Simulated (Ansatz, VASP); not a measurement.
**LiH in VASP and in Ansatz**

```xyz
2
Lattice="0.0000 1.9896 1.9896 1.9896 0.0000 1.9896 1.9896 1.9896 0.0000" Properties=species:S:1:pos:R:3 pbc="T T T"
Li    0.0000    0.0000    0.0000
H     1.9896    1.9896    1.9896
```

Alike in both runs: functional PBEsol; k mesh 10 × 10 × 10; occupations gaussian, width 0.02 eV; no spin polarisation.

Ansatz relaxed the structure, and its values are those at the end. VASP's run is a single point on that final structure, the one shown.

|  | VASP | Ansatz |
| --- | --- | --- |
| version | VASP 6.6.1 | Ansatz 0.2.0 |
| potentials or method | VASP PAW PBE potentials, release 64 (Li_sv, H), cutoff 520 eV | scalar-relativistic, plane waves, PAW |
| valence electrons in the cell | 4 | 4 |

```csv
,VASP,Ansatz,Ansatz less VASP
gap on the k mesh at the Fermi level (eV),2.73,2.73,0.000
least direct gap on the mesh (eV),2.73,2.73,0.000
```

VASP's potentials were made for PBE, not for PBEsol.

Noted on VASP's run: the cutoff is short for stress, so the pressure is rough.
